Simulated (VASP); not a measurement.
# BaRe (Pm-3m) in VASP: further runs, part 2 of 2

VASP 6.6.1. The steps go on from the part before.

## (3) Single point, r2SCAN (26.44 Å³/atom)

This run uses another cell than the first one, of 26.44 Å³/atom.

The input, POSCAR:

```
BaRe
1.0
    3.7533246390      0.0000000000      0.0000000000
    0.0000000000      3.7533246390      0.0000000000
    0.0000000000      0.0000000000      3.7533246390
Ba Re
1 1
Direct
    0.0000000000      0.0000000000      0.0000000000
    0.5000000000      0.5000000000      0.5000000000
```

The input, INCAR.step1:

```
PREC = Accurate
ENCUT = 610
ISMEAR = 0
SIGMA = 0.05
LREAL = False
LASPH = True
NELM = 120
NBANDS = 20
GGA = PE
ALGO = Normal
EDIFF = 1E-5
LWAVE = True
LCHARG = False
GGA_COMPAT = False
```

The input, INCAR.step2:

```
PREC = Accurate
ENCUT = 610
EDIFF = 1E-6
ISMEAR = 0
SIGMA = 0.05
LREAL = False
LASPH = True
NELM = 120
ALGO = Normal
ISIF = 2
LWAVE = False
LCHARG = False
METAGGA = R2SCAN
LMIXTAU = True
NBANDS = 20
ISTART = 1
GGA_COMPAT = False
```

The input, KPOINTS:

```
regular mesh
0
Gamma
  10 10 10
```

Potentials or basis: VASP PAW PBE potentials, release 64 (Ba_sv, Re_sv_GW).

The run is started by

```bash
> cat potpaw_PBE.64/Ba_sv/POTCAR potpaw_PBE.64/Re_sv_GW/POTCAR > POTCAR
> cp INCAR.step1 INCAR
> mpirun -np 1 vasp_std > vasp.out
> cp INCAR.step2 INCAR
> mpirun -np 1 vasp_std > vasp.out
```

Run time: 3.6 min. Hardware: 1 thread of Intel Xeon Platinum 8259CL at 2.50GHz (Skylake/Cascade Lake), shared host; peak memory 0.23 GiB.

The run converged. Its results:

```
Free energy            : -76.0098 eV
Pressure               : -0.3 GPa
Band gap on the k mesh : zero (an odd number of electrons rules out a gap without spin polarisation)
```

Levels at points of the mesh, in eV from the Fermi level:
```csv
k point,band 8,band 9,band 10,band 11,band 12,band 13,band 14,band 15,band 16,band 17
"(0.00, 0.00, 0.00)",-12.00,-4.44,-2.39,-2.39,-0.01,-0.01,-0.01,4.54,4.54,8.57
"(0.50, 0.00, 0.00)",-11.94,-1.44,-1.23,-0.26,0.12,0.12,0.33,1.56,2.23,3.71
"(0.50, 0.50, 0.00)",-11.74,-3.54,-1.70,-1.08,-1.08,1.31,1.36,3.75,3.75,5.27
"(0.50, 0.50, 0.50)",-12.98,-0.17,-0.17,-0.17,0.05,0.05,0.05,1.43,1.43,2.12
```

Caveat: the PAW data sets were made with another functional, which shifts forces and pressure a little; spin-orbit coupling is left out, which moves the levels of the heavy elements.

## (4) Single point, r2SCAN (24.91 Å³/atom)

This run uses another cell than the first one, of 24.91 Å³/atom.

The input, POSCAR:

```
BaRe
1.0
    3.6797109791      0.0000000000      0.0000000000
    0.0000000000      3.6797109791      0.0000000000
    0.0000000000      0.0000000000      3.6797109791
Ba Re
1 1
Direct
    0.0000000000      0.0000000000      0.0000000000
    0.5000000000      0.5000000000      0.5000000000
```

INCAR.step1 is that of step 3.

INCAR.step2 is that of step 3.

The input, KPOINTS:

```
Automatic mesh
0
Gamma
  10 10 10
```

Potentials or basis: VASP PAW PBE potentials, release 64 (Ba_sv, Re_sv_GW).

The run is started by

```bash
> cat potpaw_PBE.64/Ba_sv/POTCAR potpaw_PBE.64/Re_sv_GW/POTCAR > POTCAR
> cp INCAR.step1 INCAR
> mpirun -np 1 vasp_std > vasp.out
> cp INCAR.step2 INCAR
> mpirun -np 1 vasp_std > vasp.out
```

OUTCAR:

```text
PREC = Accurate
   ENCUT = 610
   EDIFF = 1E-6
   ISMEAR = 0
   LREAL = False
   LASPH = True
   NELM = 120
   ISIF = 2
   METAGGA = R2SCAN
   ISTART = 1

 ion  position               nearest neighbor table
   1  0.000  0.000  0.000-   2 3.19   2 3.19   2 3.19   2 3.19   2 3.19   2 3.19   2 3.19   2 3.19

   2  0.500  0.500  0.500-   1 3.19   1 3.19   1 3.19   1 3.19   1 3.19   1 3.19   1 3.19   1 3.19

  LATTYP: Found a simple cubic cell.
 ALAT       =     3.6797109791

  Lattice vectors:

[... 740 lines left out ...]
------------------------ aborting loop because EDIFF is reached ----------------------------------------

  FORCE on cell =-STRESS in cart. coord.  units (eV):
  Direction    XX          YY          ZZ          XY          YZ          ZX
  --------------------------------------------------------------------------------------
  -------------------------------------------------------------------------------------
  Total        0.8976290      0.8976290      0.8976290     -0.0000000      0.0000000     -0.0000000
  in kB       28.8646526     28.8646526     28.8646526     -0.0000000      0.0000000     -0.0000000
  external PRESSURE =      28.8646526 kB  Pullay stress =       0.0000000 kB

 VOLUME and BASIS-vectors are now :
 -----------------------------------------------------------------------------
  energy-cutoff  :      610.00
  volume of cell :       49.82
      direct lattice vectors                 reciprocal lattice vectors
     3.679710979  0.000000000  0.000000000     0.271760474  0.000000000  0.000000000
     0.000000000  3.679710979  0.000000000     0.000000000  0.271760474  0.000000000
     0.000000000  0.000000000  3.679710979     0.000000000  0.000000000  0.271760474

 POSITION                                       TOTAL-FORCE (eV/Angst)
 -----------------------------------------------------------------------------------
      0.00000      0.00000      0.00000         0.000000      0.000000      0.000000
      1.83986      1.83986      1.83986         0.000000      0.000000      0.000000
 -----------------------------------------------------------------------------------
    total drift:                                0.000000      0.000000      0.000000

  FREE ENERGIE OF THE ION-ELECTRON SYSTEM (eV)
  ---------------------------------------------------
  free  energy   TOTEN  =       -75.9824209749 eV

  energy  without entropy=      -75.9735214345  energy(sigma->0) =      -75.97797120
```

OUTCAR.step1:

```text
PREC = Accurate
   ENCUT = 610
   ISMEAR = 0
   LREAL = False
   LASPH = True
[... 775 lines left out ...]
      0.00000      0.00000      0.00000         0.000000      0.000000      0.000000
      1.83986      1.83986      1.83986         0.000000      0.000000      0.000000
 -----------------------------------------------------------------------------------
    total drift:                                0.000000      0.000000      0.000000

  FREE ENERGIE OF THE ION-ELECTRON SYSTEM (eV)
  ---------------------------------------------------
  free  energy   TOTEN  =       -11.7083970304 eV

  energy  without entropy=      -11.6987883139  energy(sigma->0) =      -11.70359267
```

Wall time 1.7 min (1 thread of Intel Xeon 6975P-C (Granite Rapids), shared host); peak memory 0.23 GiB.

What came out:

```yaml
Free_energy: -75.9824 eV
Pressure: 2.9 GPa
Band_gap_on_the_k_mesh: zero (an odd number of electrons rules out a gap without spin polarisation)
```

Caveat: the PAW data sets were made with another functional, which shifts forces and pressure a little; spin-orbit coupling is left out, which moves the levels of the heavy elements.

## (5) Single point, r2SCAN (24.40 Å³/atom)

This run uses another cell than the first one, of 24.40 Å³/atom.

The input, POSCAR:

```
BaRe
1.0
    3.6545066882      0.0000000000      0.0000000000
    0.0000000000      3.6545066882      0.0000000000
    0.0000000000      0.0000000000      3.6545066882
Ba Re
1 1
Direct
    0.0000000000      0.0000000000      0.0000000000
    0.5000000000      0.5000000000      0.5000000000
```

The input, INCAR.step1:

```
PREC = Accurate ; ENCUT = 610
ISMEAR = 0 ; SIGMA = 0.05
LREAL = False ; LASPH = True
NELM = 120 ; NBANDS = 20
GGA = PE ; ALGO = Normal
EDIFF = 1E-5 ; LWAVE = True
LCHARG = False ; GGA_COMPAT = False
```

The input, INCAR.step2:

```
PREC = Accurate ; ENCUT = 610
EDIFF = 1E-6 ; ISMEAR = 0
SIGMA = 0.05 ; LREAL = False
LASPH = True ; NELM = 120
ALGO = Normal ; ISIF = 2
LWAVE = False ; LCHARG = True
METAGGA = R2SCAN ; LMIXTAU = True
LELF = True ; LVHAR = True
NBANDS = 20 ; ISTART = 1
GGA_COMPAT = False
```

The input, KPOINTS:

```
regular mesh
0
Gamma
  10 10 10
```

The run is started by

```bash
> cat potpaw_PBE.64/Ba_sv/POTCAR potpaw_PBE.64/Re_sv_GW/POTCAR > POTCAR
> cp INCAR.step1 INCAR
> mpirun -np 1 vasp_std > vasp.out
> cp INCAR.step2 INCAR
> mpirun -np 1 vasp_std > vasp.out
```

Run time: 93 s. Hardware: 1 thread of Intel Xeon 6975P-C (Granite Rapids), shared host; peak memory 0.23 GiB.

Results (log left out):

- Free energy: -75.9586 eV
- Pressure: 4.2 GPa
- Band gap on the k mesh: zero (an odd number of electrons rules out a gap without spin polarisation)

Levels at points of the mesh, in eV from the Fermi level:
| k point | band 8 | band 9 | band 10 | band 11 | band 12 | band 13 | band 14 | band 15 | band 16 | band 17 |
| --- | --- | --- | --- | --- | --- | --- | --- | --- | --- | --- |
| (0.00, 0.00, 0.00) | -11.96 | -4.50 | -2.81 | -2.81 | -0.11 | -0.11 | -0.11 | 4.68 | 4.68 | 9.22 |
| (0.50, 0.00, 0.00) | -11.90 | -1.74 | -1.01 | -0.23 | 0.14 | 0.14 | 0.30 | 1.75 | 2.02 | 3.71 |
| (0.50, 0.50, 0.00) | -11.63 | -3.91 | -1.90 | -1.33 | -1.33 | 1.41 | 1.43 | 4.17 | 4.17 | 5.49 |
| (0.50, 0.50, 0.50) | -13.18 | -0.38 | -0.38 | -0.38 | 0.16 | 0.16 | 0.16 | 1.50 | 1.50 | 2.48 |

Caveat: the cell stands under pressure; the PAW data sets were made with another functional, which shifts forces and pressure a little; spin-orbit coupling is left out, which moves the levels of the heavy elements.

## (6) The runs side by side

| cell | gap on the mesh (eV) | pressure (GPa) |
| --- | --- | --- |
| a = 3.705 Å, 2 atoms | none | 1.7 |
| a = 3.753 Å, 2 atoms | none | -0.3 |
| a = 3.680 Å, 2 atoms | none | 2.9 |
| a = 3.655 Å, 2 atoms | none | 4.2 |

Alike in all rows: task single point; level r2SCAN; potentials or basis VASP PAW PBE potentials, release 64 (Ba_sv, Re_sv_GW); no spin polarisation; k mesh 10 × 10 × 10; cutoff (eV) 610; smearing gaussian 0.05 eV.

Caveats: the PAW data sets were made with another functional, which shifts forces and pressure a little; spin-orbit coupling is left out, which moves the levels of the heavy elements; the cell stands under pressure (at least some runs).

Total energies depend on the potentials used, so only differences within one code and one set of settings carry meaning.
